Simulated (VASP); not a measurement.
# Ga2O3 (P2_1/m) in VASP: single point with r2SCAN

Aim: the single point of Ga2O3 with r2SCAN.

All numbers are computed with VASP 6.6.1; they aren't measurements. Logs are shortened: lines on timing, memory, paths and dates and some standing lists are left out, and cuts for length are marked.

## Step 1: The cell of the first run

It takes space group P2_1/m (No. 11, monoclinic). The conventional cell has a = 5.808 Å, b = 3.039 Å, c = 11.917 Å, α = 90.00°, β = 92.89°, γ = 90.00°. Ga (site symmetry m) has 4 O at 1.83 to 1.87 Å within 2.4 Å. Within 2.4 Å of Ga (site symmetry m) lie 4 O at 1.83 to 1.87 Å. Ga (site symmetry m) has 6 O at 1.94 to 2.08 Å within 2.6 Å. Within 2.6 Å of Ga (site symmetry m) lie 6 O at 1.94 to 2.21 Å. O (site symmetry m) has 4 Ga at 1.83 to 2.21 Å within 2.4 Å. Within 2.4 Å of O (site symmetry m) lie 3 Ga at 1.83 to 1.94 Å. O (site symmetry m) has 3 Ga at 1.87 to 2.08 Å within 2.5 Å. O (site symmetry m) has 4 Ga at 1.87 to 2.08 Å within 2.5 Å.

## Step 2: Single point, r2SCAN (the part above a cut slid along it)

File POSCAR:

```
Ga2O3
1.0
    1.3883852660      0.0000000000     -5.6399772456
    0.0000000000      3.0390611527      0.0000000000
   11.7003290450      0.0000000000      2.2610560139
Ga O
8 12
Direct
   -0.2085804488      0.0000000000      0.8405209738
    0.5914195512      0.5000000000      0.3405209738
    0.3085804488      0.0000000000      0.6594790262
    0.1085804488      0.5000000000      0.1594790262
    0.0990144925      0.0000000000      0.4087278752
    0.2990144925      0.5000000000      0.9087278752
    0.6009855075      0.0000000000      0.0912721248
   -0.1990144925      0.5000000000      0.5912721248
   -0.4934720004      0.0000000000      0.9142143310
    0.3065279996      0.5000000000      0.4142143310
    0.5934720004      0.0000000000      0.5857856690
    0.3934720004      0.5000000000      0.0857856690
    0.0558119725      0.0000000000      0.9233419983
   -0.1441880275      0.5000000000      0.4233419983
    0.0441880275      0.0000000000      0.5766580017
    0.8441880275      0.5000000000      0.0766580017
    0.0922766962      0.0000000000      0.2462851429
    0.2922766962      0.5000000000      0.7462851429
    0.6077233038      0.0000000000      0.2537148571
   -0.1922766962      0.5000000000      0.7537148571
```

File INCAR.step1:

```
SYSTEM = Ga2O3
ALGO = Normal
EDIFF = 1E-4
ENCUT = 520
GGA = PE
ISMEAR = 0
LASPH = .True.
LCHARG = .False.
LREAL = Auto
LWAVE = .True.
NBANDS = 104
NELM = 80
PREC = Accurate
SIGMA = 0.05
```

File INCAR.step2:

```
SYSTEM = Ga2O3
ALGO = Normal
EDIFF = 1E-6
ENCUT = 520
ISIF = 2
ISMEAR = 0
ISTART = 1
LASPH = .True.
LCHARG = .False.
LMIXTAU = .True.
LREAL = Auto
LWAVE = .False.
METAGGA = R2SCAN
NBANDS = 104
NELM = 80
PREC = Accurate
SIGMA = 0.05
```

File KPOINTS:

```
k-points
0
Gamma
  4 7 2
  0 0 0
```

Potentials or basis: VASP PAW PBE potentials, release 64 (Ga_d, O).

Run with:

```console
$ cat potpaw_PBE.64/Ga_d/POTCAR potpaw_PBE.64/O/POTCAR > POTCAR
$ cp INCAR.step1 INCAR
$ mpirun -np 1 vasp_std > vasp.out
$ cp INCAR.step2 INCAR
$ mpirun -np 1 vasp_std > vasp.out
```

OUTCAR:

```text
SYSTEM = Ga2O3
   EDIFF = 1E-6
   ENCUT = 520
   ISIF = 2
   ISMEAR = 0
   ISTART = 1
   LASPH = .True.
   LREAL = Auto
   METAGGA = R2SCAN
   NELM = 80
   PREC = Accurate

 ion  position               nearest neighbor table
   1  0.791  0.000  0.841-   9 1.83  20 1.84  20 1.84  13 1.87
   2  0.591  0.500  0.341-  10 1.83  19 1.84  19 1.84  14 1.87
   3  0.309  0.000  0.659-  11 1.83  18 1.84  18 1.84  15 1.87
   4  0.109  0.500  0.159-  12 1.83  17 1.84  17 1.84  16 1.87
   5  0.099  0.000  0.409-  17 1.94  10 1.94  10 1.94  15 2.01  14 2.08  14 2.08
   6  0.299  0.500  0.909-  18 1.94   9 1.94   9 1.94  13 2.08  13 2.08  12 2.21
   7  0.601  0.000  0.091-  19 1.94  12 1.94  12 1.94  16 2.08  16 2.08   9 2.21
   8  0.801  0.500  0.591-  20 1.94  11 1.94  11 1.94  14 2.01  15 2.08  15 2.08
   9  0.507  0.000  0.914-   1 1.83   6 1.94   6 1.94   7 2.21
  10  0.307  0.500  0.414-   2 1.83   5 1.94   5 1.94
  11  0.593  0.000  0.586-   3 1.83   8 1.94   8 1.94
  12  0.393  0.500  0.086-   4 1.83   7 1.94   7 1.94   6 2.21
  13  0.056  0.000  0.923-   1 1.87   6 2.08   6 2.08
  14  0.856  0.500  0.423-   2 1.87   8 2.01   5 2.08   5 2.08
  15  0.044  0.000  0.577-   3 1.87   5 2.01   8 2.08   8 2.08
  16  0.844  0.500  0.077-   4 1.87   7 2.08   7 2.08
  17  0.092  0.000  0.246-   4 1.84   4 1.84   5 1.94
  18  0.292  0.500  0.746-   3 1.84   3 1.84   6 1.94
  19  0.608  0.000  0.254-   2 1.84   2 1.84   7 1.94
  20  0.808  0.500  0.754-   1 1.84   1 1.84   8 1.94

  LATTYP: Found a simple monoclinic cell.
 ALAT       =     5.8083523462
 B/A-ratio  =     0.5232225891
 C/A-ratio  =     2.0516658199
 COS(beta)  =    -0.0504538181

  Lattice vectors:

 A1 = (   1.3883852660,   0.0000000000,  -5.6399772456)
 A2 = (   0.0000000000,  -3.0390611527,   0.0000000000)
 A3 = ( -11.7003290450,   0.0000000000,  -2.2610560139)

Analysis of symmetry for initial positions (statically):
=====================================================================
 Subroutine PRICEL returns:
 Original cell was already a primitive cell.

 Routine SETGRP: Setting up the symmetry group for a
 simple monoclinic supercell.

 Subroutine GETGRP returns: Found  4 space group operations
 (whereof  2 operations were pure point group operations)
 out of a pool of  4 trial point group operations.

The static configuration has the point symmetry C_1h.
 The point group associated with its full space group is C_2h.

Analysis of symmetry for dynamics (positions and initial velocities):
=====================================================================
 Subroutine PRICEL returns:
 Original cell was already a primitive cell.

 Routine SETGRP: Setting up the symmetry group for a
 simple monoclinic supercell.

 Subroutine GETGRP returns: Found  4 space group operations
 (whereof  2 operations were pure point group operations)
 out of a pool of  4 trial point group operations.

The dynamic configuration has the point symmetry C_1h.
 The point group associated with its full space group is C_2h.

 Subroutine INISYM returns: Found  4 space group operations
 (whereof  2 operations are pure point group operations),
 and found     1 'primitive' translations

----------------------------------------------------------------------------------------

                                     Primitive cell

  volume of cell :     210.0867

  direct lattice vectors                    reciprocal lattice vectors
     1.388385266  0.000000000 -5.639977246     0.032707870  0.000000000 -0.169254030
     0.000000000  3.039061153  0.000000000     0.000000000  0.329048989  0.000000000
    11.700329045  0.000000000  2.261056014     0.081586498  0.000000000  0.020084034

  length of vectors
     5.808352346  3.039061153 11.916797978     0.172385415  0.329048989  0.084022170

  position of ions in fractional coordinates (direct lattice)
     0.791419551  0.000000000  0.840520974
     0.591419551  0.500000000  0.340520974
     0.308580449  0.000000000  0.659479026
     0.108580449  0.500000000  0.159479026
     0.099014492  0.000000000  0.408727875
     0.299014492  0.500000000  0.908727875
[... 12 lines left out ...]
     0.607723304  0.000000000  0.253714857
     0.807723304  0.500000000  0.753714857

  ion indices of the primitive-cell ions
   primitive index   ion index
                 1           1
                 2           2
                 3           3
                 4           4
                 5           5
                 6           6
[... 12 lines left out ...]
                19          19
                20          20

----------------------------------------------------------------------------------------

 KPOINTS: k-points

Automatic generation of k-mesh.
 Grid dimensions read from file:
 generate k-points for:    4    7    2

 Generating k-lattice:

  Cartesian coordinates                     Fractional coordinates (reciprocal lattice)
     0.008176967  0.000000000 -0.042313507     0.250000000  0.000000000 -0.000000000
     0.000000000  0.047006998  0.000000000     0.000000000  0.142857143  0.000000000
     0.040793249  0.000000000  0.010042017    -0.000000000  0.000000000  0.500000000

  Length of vectors
     0.043096354  0.047006998  0.042011085

  Shift w.r.t. Gamma in fractional coordinates (k-lattice)
     0.000000000  0.000000000  0.000000000

 Subroutine IBZKPT returns following result:
 ===========================================

 Found     24 irreducible k-points:

 Following reciprocal coordinates:
            Coordinates               Weight
  0.000000  0.000000  0.000000      1.000000
  0.250000  0.000000  0.000000      2.000000
  0.500000  0.000000  0.000000      1.000000
  0.000000  0.142857  0.000000      2.000000
  0.250000  0.142857  0.000000      4.000000
  0.500000  0.142857  0.000000      2.000000
[... 16 lines left out ...]
  0.250000  0.428571  0.500000      4.000000
  0.500000  0.428571  0.500000      2.000000
   k-points           NKPTS =     24   k-points in BZ     NKDIM =     24   number of bands    NBANDS=    104
   number of dos      NEDOS =    301   number of ions     NIONS =     20
   total plane-waves  NPLWV = 103680
   dimension x,y,z NGX =    48 NGY =   24 NGZ =   90
   dimension x,y,z NGXF=    96 NGYF=   48 NGZF=  180
   ions per type =               8  12
   NGX,Y,Z   is equivalent  to a cutoff of  13.74, 13.13, 12.56 a.u.
   NGXF,Y,Z  is equivalent  to a cutoff of  27.48, 26.26, 25.11 a.u.
 SYSTEM =  Ga2O3
   PREC   = accura    normal or accurate (medium, high low for compatibility)
   ISTART =      1    job   : 0-new  1-cont  2-samecut
   ICHARG =      0    charge: 1-file 2-atom 10-const
   ISPIN  =      1    spin polarized calculation?
   LNONCOLLINEAR =      F non collinear calculations
   LSORBIT =      F    spin-orbit coupling
   LASPH  =      T    aspherical Exc in radial PAW
   ENCUT  =  520.0 eV  38.22 Ry    6.18 a.u.  10.80  5.65 22.16*2*pi/ulx,y,z
   NELM   =     80;   NELMIN=  2; NELMDL=  0     # of ELM steps
   EDIFF  = 0.1E-05   stopping-criterion for ELM
   LREAL  =      T    real-space projection
   EDIFFG = 0.1E-04   stopping-criterion for IOM
   NSW    =      0    number of steps for IOM
   IBRION =     -1    ionic relax: 0-MD 1-quasi-New 2-CG
   NFREE  =      0    steps in history (QN), initial steepest desc. (CG)
   ISIF   =      2    stress and relaxation
   ISYM   =      2    0-nonsym 1-usesym 2-fastsym
   POTIM  = 0.5000    time-step for ionic-motion
   TEBEG  =    0.0;   TEEND  =   0.0 temperature during run
   PSTRESS=    0.0 pullay stress
   NELECT =     176.0000    total number of electrons
   NUPDOWN=      -1.0000    fix difference up-down
   EMIN   =  10.00;   EMAX   =-10.00  energy-range for DOS
   EFERMI =   0.00;   METHOD = LEGACY
   ISMEAR =     0;   SIGMA  =   0.05  broadening in eV -4-tet -1-fermi 0-gaus
   EFERMI_NEDOS =   21; number of points for ismear=-14 and -15
   IALGO  =     38    algorithm
   IMIX   =      4    mixing-type and parameters
     AMIX     =   0.40;   BMIX     =  1.00
     AMIX_MAG =   1.60;   BMIX_MAG =  1.00
  volume/ion in A,a.u.               =      10.50        70.89
  Fermi-wavevector in a.u.,A,eV,Ry     =   1.543285  2.916386 32.405398  2.381730
  Thomas-Fermi vector in A             =   2.648970
   LORBIT       =      0    0 simple, 1 ext, 2 COOP (PROOUT), +10 PAW based schemes
   METAGGA = R2SCAN    functional components
   LHFCALC =     F    Hartree Fock is set to
   AEXX    =    0.0000 exact exchange contribution
   IVDW    =     0    specifies the selected vdW correction
   LEPSILON=     F    determine dielectric tensor
   LRPA    =     F    only Hartree local field effects (RPA)
 non-spin polarized calculation
 Gauss-broadening in eV      SIGMA  =   0.05
  energy-cutoff  :      520.00
  volume of cell :      210.09
 maximum number of plane-waves:      5706
 NGX is ok and might be reduce to    48
   NGX = 21   NGY = 11   NGZ = 45

 number of electron     176.0000099 magnetization

 Free energy of the ion-electron system (eV)
  ---------------------------------------------------
  ext. energy  EPLUGINS =         0.00000000
  ---------------------------------------------------
  free energy    TOTEN  =      -203.54680698 eV

  energy without entropy =     -203.54680698  energy(sigma->0) =     -203.54680698

 E-fermi :   4.4561     XC(G=0): -12.5318

 val. band max:        4.1787956243   @ k =   0.5000   0.1429   0.0000
 cond. band min:       6.1853020730   @ k =   0.0000   0.0000   0.0000
 fundamental gap:      2.0065064487
 Fermi energy:         4.4560751783

 k-point     1 :       0.0000    0.0000    0.0000
  band No.  band energies     occupation
      1     -16.8002      2.00000
      2     -16.2155      2.00000
      3     -16.0875      2.00000
      4     -15.5637      2.00000
      5     -15.3249      2.00000
      6     -15.2441      2.00000
[... 92 lines left out ...]
     99      12.2765      0.00000
    100      12.7472      0.00000

 k-point     2 :       0.2500    0.0000    0.0000
  band No.  band energies     occupation
      1     -16.7623      2.00000
      2     -16.1574      2.00000
      3     -16.0209      2.00000
      4     -15.5581      2.00000
      5     -15.3682      2.00000
      6     -15.3337      2.00000
[... 2358 lines left out ...]
     99      12.8974      0.00000
    100      13.0562      0.00000
 [bands above 100 left out]

------------------------ aborting loop because EDIFF is reached ----------------------------------------

  FORCE on cell =-STRESS in cart. coord.  units (eV):
  Direction    XX          YY          ZZ          XY          YZ          ZX
  --------------------------------------------------------------------------------------
  -------------------------------------------------------------------------------------
  Total        0.7770683      2.4419641      1.7563730      0.0000000      0.0000000      7.2164702
  in kB        5.9261317     18.6230734     13.3945715      0.0000000      0.0000000     55.0347386
  external PRESSURE =      12.6479255 kB  Pullay stress =       0.0000000 kB

 VOLUME and BASIS-vectors are now :
 -----------------------------------------------------------------------------
  energy-cutoff  :      520.00
  volume of cell :      210.09
      direct lattice vectors                 reciprocal lattice vectors
     1.388385266  0.000000000 -5.639977246     0.032707870  0.000000000 -0.169254030
     0.000000000  3.039061153  0.000000000     0.000000000  0.329048989  0.000000000
    11.700329045  0.000000000  2.261056014     0.081586498  0.000000000  0.020084034

 POSITION                                       TOTAL-FORCE (eV/Angst)
 -----------------------------------------------------------------------------------
     10.93317      0.00000     -2.56312         0.237900      0.000000     -2.011142
      4.80533      1.51953     -2.56566         0.027542      0.000000     -0.094005
      8.14455      0.00000     -0.24927        -0.027542      0.000000      0.094005
      2.01671      1.51953     -0.25180        -0.237900      0.000000      2.011142
      4.91972      0.00000      0.36572         0.026801      0.000000      0.036493
     11.04756      1.51953      0.36825        -1.032990      0.000000      2.528369
[... 12 lines left out ...]
      3.81230      0.00000     -2.85388        -0.095899      0.000000      0.314994
      9.94014      1.51953     -2.85135        -0.138107      0.000000      0.302447
 -----------------------------------------------------------------------------------
    total drift:                               -0.000603     -0.000000     -0.000440

  FREE ENERGIE OF THE ION-ELECTRON SYSTEM (eV)
  ---------------------------------------------------
  free  energy   TOTEN  =      -203.5468069790 eV

  energy  without entropy=     -203.5468069790  energy(sigma->0) =     -203.54680698
```

It took 56 min on 1 thread of Oxide Virtual Turin-like, shared host; peak memory 0.5 GiB.

What came out:

```yaml
Free_energy: -203.5468 eV
Pressure: 1.3 GPa
Largest_force: 2.731 eV/Å
Band_gap_on_the_k_mesh: 2.01 eV (least direct gap 2.09 eV)
```

Forces on the atoms (eV/Å):
```
Ga   0.238  0.000 -2.011
Ga   0.028  0.000 -0.094
Ga  -0.028  0.000  0.094
Ga  -0.238  0.000  2.011
Ga   0.027  0.000  0.036
Ga  -1.033  0.000  2.528
Ga   1.033  0.000 -2.528
Ga  -0.027  0.000 -0.036
O    0.886  0.000 -0.665
O    0.066  0.000  0.062
O   -0.066  0.000 -0.062
O   -0.886  0.000  0.665
O   -0.064  0.000 -2.009
O    0.017  0.000 -0.063
O   -0.017  0.000  0.063
O    0.064  0.000  2.009
O    0.138  0.000 -0.302
O    0.096  0.000 -0.315
O   -0.096  0.000  0.315
O   -0.138  0.000  0.302
```

Stress tensor (GPa, compression positive):
```
0.59 0.00 5.50
0.00 1.86 0.00
5.50 0.00 1.34
```

Caveat: the cell differs from its parent crystal (the part above a cut slid along it); the PAW data sets were made with another functional, which shifts forces and pressure a little. A k mesh can miss the band edges.
